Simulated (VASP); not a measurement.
# BP (F-43m) in VASP: settings compared

The runs below take BP through relaxation of cell and atoms, single point, with revPBE+D4, revPBE, PBE.

All numbers are computed with VASP 6.6.1; they aren't measurements. Logs are shortened: lines on timing, memory, paths and dates and some standing lists are left out, and cuts for length are marked.

## 1. The cell of the first run

Symmetry: F-43m, No. 216, cubic system. Conventional cell: a = 4.538 Å, b = 4.538 Å, c = 4.538 Å, α = 90.00°, β = 90.00°, γ = 90.00°. Within 2.6 Å of P (site symmetry -43m) lie 4 B at 1.97 Å. B (site symmetry -43m) has 4 P at 1.97 Å within 2.6 Å.

## 2. Relaxation of cell and atoms, revPBE+D4

File INCAR:

```
PREC     = Accurate       # precision mode
ENCUT    = 600            # plane-wave cutoff, eV
EDIFF    = 1E-6           # SCF threshold, eV
ISMEAR   = -1             # smearing method
SIGMA    = 0.05           # smearing width, eV
LREAL    = False          # projectors in reciprocal space
LASPH    = True           # aspherical terms in the spheres
NELM     = 60             # most SCF steps
ALGO     = Normal         # electronic algorithm
ISIF     = 3              # what is computed and relaxed
LWAVE    = False          # write WAVECAR
LCHARG   = False          # write CHGCAR
GGA      = RE             # functional
IVDW     = 13             # dispersion correction
IBRION   = 2              # ionic algorithm
NSW      = 60             # ionic steps
EDIFFG   = -0.01          # ionic threshold
```

File KPOINTS:

```
regular mesh
0
Gamma
  10 10 10
```

File POSCAR:

```
BP
1.0
    0.0000000000      2.2690000000      2.2690000000
    2.2690000000      0.0000000000      2.2690000000
    2.2690000000      2.2690000000      0.0000000000
P B
1 1
Direct
    0.7500000000      0.7500000000      0.7500000000
    0.0000000000      0.0000000000      0.0000000000
```

Potentials or basis: VASP PAW PBE potentials, release 64 (P, B).

Run with:

```
cat potpaw_PBE.64/P/POTCAR potpaw_PBE.64/B/POTCAR > POTCAR
mpirun -np 1 vasp_std > vasp.out
```

OUTCAR:

```text
PREC = Accurate
   ENCUT = 600
   EDIFF = 1E-6
   ISMEAR = -1
   LREAL = False
   LASPH = True
   NELM = 60
   ISIF = 3
   GGA = RE
   IVDW = 13
   IBRION = 2
   NSW = 60
   EDIFFG = -0.01

 ion  position               nearest neighbor table
   1  0.750  0.750  0.750-   2 1.97   2 1.97   2 1.97   2 1.97
   2  0.000  0.000  0.000-   1 1.97   1 1.97   1 1.97   1 1.97

  LATTYP: Found a face centered cubic cell.
 ALAT       =     4.5380000000

  Lattice vectors:

 A1 = (   0.0000000000,   2.2690000000,   2.2690000000)
 A2 = (   2.2690000000,   0.0000000000,   2.2690000000)
 A3 = (   2.2690000000,   2.2690000000,   0.0000000000)

Analysis of symmetry for initial positions (statically):
=====================================================================
 Subroutine PRICEL returns:
 Original cell was already a primitive cell.

 Routine SETGRP: Setting up the symmetry group for a
 face centered cubic supercell.

 Subroutine GETGRP returns: Found 24 space group operations
 (whereof 24 operations were pure point group operations)
 out of a pool of 48 trial point group operations.

The static configuration has the point symmetry T_d .

Analysis of symmetry for dynamics (positions and initial velocities):
=====================================================================
 Subroutine PRICEL returns:
 Original cell was already a primitive cell.

 Routine SETGRP: Setting up the symmetry group for a
 face centered cubic supercell.

 Subroutine GETGRP returns: Found 24 space group operations
 (whereof 24 operations were pure point group operations)
 out of a pool of 48 trial point group operations.

The dynamic configuration has the point symmetry T_d .

 Subroutine INISYM returns: Found 24 space group operations
 (whereof 24 operations are pure point group operations),
 and found     1 'primitive' translations

----------------------------------------------------------------------------------------

                                     Primitive cell

  volume of cell :      23.3633

  direct lattice vectors                    reciprocal lattice vectors
     0.000000000  2.269000000  2.269000000    -0.220361393  0.220361393  0.220361393
     2.269000000  0.000000000  2.269000000     0.220361393 -0.220361393  0.220361393
     2.269000000  2.269000000  0.000000000     0.220361393  0.220361393 -0.220361393

  length of vectors
     3.208850573  3.208850573  3.208850573     0.381677128  0.381677128  0.381677128

  position of ions in fractional coordinates (direct lattice)
     0.750000000  0.750000000  0.750000000
     0.000000000  0.000000000  0.000000000

  ion indices of the primitive-cell ions
   primitive index   ion index
                 1           1
                 2           2

----------------------------------------------------------------------------------------

 KPOINTS: regular mesh

Automatic generation of k-mesh.
 Grid dimensions read from file:
 generate k-points for:   10   10   10

 Generating k-lattice:

  Cartesian coordinates                     Fractional coordinates (reciprocal lattice)
    -0.022036139  0.022036139  0.022036139     0.100000000  0.000000000  0.000000000
     0.022036139 -0.022036139  0.022036139     0.000000000  0.100000000  0.000000000
     0.022036139  0.022036139 -0.022036139     0.000000000  0.000000000  0.100000000

  Length of vectors
     0.038167713  0.038167713  0.038167713

  Shift w.r.t. Gamma in fractional coordinates (k-lattice)
     0.000000000  0.000000000  0.000000000

 Subroutine IBZKPT returns following result:
 ===========================================

 Found     47 irreducible k-points:

 Following reciprocal coordinates:
            Coordinates               Weight
  0.000000  0.000000  0.000000      1.000000
  0.100000  0.000000  0.000000      8.000000
  0.200000  0.000000  0.000000      8.000000
  0.300000  0.000000  0.000000      8.000000
  0.400000  0.000000  0.000000      8.000000
  0.500000  0.000000  0.000000      4.000000
[... 16 lines left out ...]
  0.300000  0.300000  0.000000      6.000000
  0.400000  0.300000  0.000000     24.000000
 [... further k-points ...]
   k-points           NKPTS =     47   k-points in BZ     NKDIM =     47   number of bands    NBANDS=      8
   number of dos      NEDOS =    301   number of ions     NIONS =      2
   total plane-waves  NPLWV =  21952
   dimension x,y,z NGX =    28 NGY =   28 NGZ =   28
   dimension x,y,z NGXF=    56 NGYF=   56 NGZF=   56
   ions per type =               1   1
   NGX,Y,Z   is equivalent  to a cutoff of  14.51, 14.51, 14.51 a.u.
   NGXF,Y,Z  is equivalent  to a cutoff of  29.01, 29.01, 29.01 a.u.
 SYSTEM =  unknown system
   PREC   = accura    normal or accurate (medium, high low for compatibility)
   ISTART =      0    job   : 0-new  1-cont  2-samecut
   ICHARG =      2    charge: 1-file 2-atom 10-const
   ISPIN  =      1    spin polarized calculation?
   LNONCOLLINEAR =      F non collinear calculations
   LSORBIT =      F    spin-orbit coupling
   LASPH  =      T    aspherical Exc in radial PAW
   ENCUT  =  600.0 eV  44.10 Ry    6.64 a.u.   6.41  6.41  6.41*2*pi/ulx,y,z
   NELM   =     60;   NELMIN=  2; NELMDL= -5     # of ELM steps
   EDIFF  = 0.1E-05   stopping-criterion for ELM
   LREAL  =      F    real-space projection
   EDIFFG = -.1E-01   stopping-criterion for IOM
   NSW    =     60    number of steps for IOM
   IBRION =      2    ionic relax: 0-MD 1-quasi-New 2-CG
   NFREE  =      1    steps in history (QN), initial steepest desc. (CG)
   ISIF   =      3    stress and relaxation
   ISYM   =      2    0-nonsym 1-usesym 2-fastsym
   POTIM  = 0.5000    time-step for ionic-motion
   TEBEG  =    0.0;   TEEND  =   0.0 temperature during run
   PSTRESS=    0.0 pullay stress
   NELECT =       8.0000    total number of electrons
   NUPDOWN=      -1.0000    fix difference up-down
   EMIN   =  10.00;   EMAX   =-10.00  energy-range for DOS
[... 5 lines left out ...]
     AMIX     =   0.40;   BMIX     =  1.00
     AMIX_MAG =   1.60;   BMIX_MAG =  1.00
  volume/ion in A,a.u.               =      11.68        78.83
  Fermi-wavevector in a.u.,A,eV,Ry     =   1.145320  2.164342 17.847562  1.311759
  Thomas-Fermi vector in A             =   2.282009
   LORBIT       =      0    0 simple, 1 ext, 2 COOP (PROOUT), +10 PAW based schemes
   GGA     = RE    functional components
   LHFCALC =     F    Hartree Fock is set to
   AEXX    =    0.0000 exact exchange contribution
   IVDW    =    13    specifies the selected vdW correction
   LEPSILON=     F    determine dielectric tensor
   LRPA    =     F    only Hartree local field effects (RPA)
 conjugate gradient relaxation of ions
 non-spin polarized calculation
  energy-cutoff  :      600.00
  volume of cell :       23.36
 maximum number of plane-waves:       794
 NGX is ok and might be reduce to    28
   NGX = 13   NGY = 13   NGZ = 13

--------------------------------------- Ionic step        1  -------------------------------------------

 number of electron       8.0000000 magnetization

 Free energy of the ion-electron system (eV)
  ---------------------------------------------------
  ext. energy  EPLUGINS =         0.00000000
  ---------------------------------------------------
  free energy    TOTEN  =       -12.38407822 eV

  energy without entropy =      -12.38407817  energy(sigma->0) =      -12.38407820

------------------------ aborting loop because EDIFF is reached ----------------------------------------

  DFT-D4 for vdW energy calculation

  Edisp (eV):   -1.42492

  FORCE on cell =-STRESS in cart. coord.  units (eV):
  Direction    XX          YY          ZZ          XY          YZ          ZX
  --------------------------------------------------------------------------------------
  -------------------------------------------------------------------------------------
  Total      -1.13243    -1.13243    -1.13243     0.00000     0.00000     0.00000
  in kB     -77.65817   -77.65817   -77.65817     0.00000     0.00000     0.00000
  external pressure =      -77.66 kB  Pullay stress =        0.00 kB
[... 61 lines left out ...]
  energy  without entropy=      -13.8212536861  energy(sigma->0) =      -13.82125377

--------------------------------------- Ionic step        3  -------------------------------------------

 number of electron       8.0000000 magnetization

 Free energy of the ion-electron system (eV)
  ---------------------------------------------------
  ext. energy  EPLUGINS =         0.00000000
  ---------------------------------------------------
  free energy    TOTEN  =       -12.33545539 eV

  energy without entropy =      -12.33545529  energy(sigma->0) =      -12.33545534

 E-fermi :   8.6432     XC(G=0): -11.0686

 val. band max:        8.0774620640   @ k =   0.0000   0.0000   0.0000
 cond. band min:       9.2505348464   @ k =   0.4000   0.4000   0.0000
 fundamental gap:      1.1730727824
 Fermi energy:         8.6431868800

 k-point     1 :       0.0000    0.0000    0.0000
  band No.  band energies     occupation
      1      -7.8339      2.00000
      2       8.0775      1.99998
      3       8.0775      1.99998
      4       8.0775      1.99998
      5      11.5463      0.00000
      6      11.5463      0.00000
      7      11.5463      0.00000
      8      16.2224      0.00000
[... 243 lines left out ...]
 k-point    24 :       0.4000    0.3000    0.0000
  band No.  band energies     occupation
      1      -4.7635      2.00000
      2       1.7954      2.00000
      3       3.8447      2.00000
      4       4.4066      2.00000
      5       9.8531      0.00000
      6      11.6949      0.00000
      7      17.8807      0.00000
      8      17.9297      0.00000

 [... further k-points ...]

------------------------ aborting loop because EDIFF is reached ----------------------------------------

  DFT-D4 for vdW energy calculation

  Edisp (eV):   -1.50127

  FORCE on cell =-STRESS in cart. coord.  units (eV):
  Direction    XX          YY          ZZ          XY          YZ          ZX
  --------------------------------------------------------------------------------------
  -------------------------------------------------------------------------------------
  Total      -0.00211    -0.00211    -0.00211     0.00000    -0.00000     0.00000
  in kB      -0.15204    -0.15204    -0.15204     0.00000    -0.00000     0.00000
  external pressure =       -0.15 kB  Pullay stress =        0.00 kB
[... 17 lines left out ...]
  FREE ENERGIE OF THE ION-ELECTRON SYSTEM (eV)
  ---------------------------------------------------
  free  energy   TOTEN  =       -13.8367283580 eV

  energy  without entropy=      -13.8367282607  energy(sigma->0) =      -13.83672831

 reached required accuracy - stopping structural energy minimisation
```

It took 18 s on 1 thread of AMD EPYC 9R45 (Zen 5), shared host; peak memory 0.12 GiB.

Results:

```yaml
Free_energy: -13.8367 eV
Relaxed_volume: 11.13 Å³/atom
Relaxed_cell: a = 3.158 Å, b = 3.158 Å, c = 3.158 Å, α = 60.00°, β = 60.00°, γ = 60.00°
Space_group_after_relaxing_to_0.05_Å: F-43m (No. 216)
Energy_gained_by_relaxing: 13.9 meV/atom
Ionic_steps: 3
Pressure_after_relaxing: 0.0 GPa
Band_gap_on_the_k_mesh: 1.17 eV, indirect (least direct gap 3.47 eV)
Dispersion_energy_per_atom: -0.751 eV
```

Step by step:
| step | energy change (eV) | largest force (eV/Å) | pressure (GPa) | volume (Å³) |
| --- | --- | --- | --- | --- |
| 1 | 0.0000 | 0.0000 | -7.77 | 23.36 |
| 2 | -0.0123 | 0.0000 | 6.68 | 21.50 |
| 3 | -0.0277 | 0.0000 | -0.02 | 22.27 |

Final structure:
```
P B
1.0
     0.00000    2.23300    2.23300
     2.23300    0.00000    2.23300
     2.23300    2.23300    0.00000
P B
1 1
Direct
  0.75000 0.75000 0.75000
  0.00000 0.00000 0.00000
```

Levels at points of the mesh, in eV from the valence-band top:
| k point | band 1 | band 2 | band 3 | band 4 | band 5 | band 6 | band 7 | band 8 |
| --- | --- | --- | --- | --- | --- | --- | --- | --- |
| (0.00, 0.00, 0.00) | -15.91 | 0.00 | 0.00 | 0.00 | 3.47 | 3.47 | 3.47 | 8.14 |
| (0.50, 0.00, 0.00) | -12.40 | -9.39 | -1.82 | -1.82 | 4.07 | 4.73 | 4.73 | 10.35 |
| (0.50, 0.50, 0.00) | -10.79 | -8.86 | -4.29 | -4.29 | 1.22 | 1.64 | 12.61 | 12.61 |

Caveat: the PAW data sets were made with another functional, which shifts forces and pressure a little. A k mesh can miss the band edges.

(Part 1 of 2 ends here.)
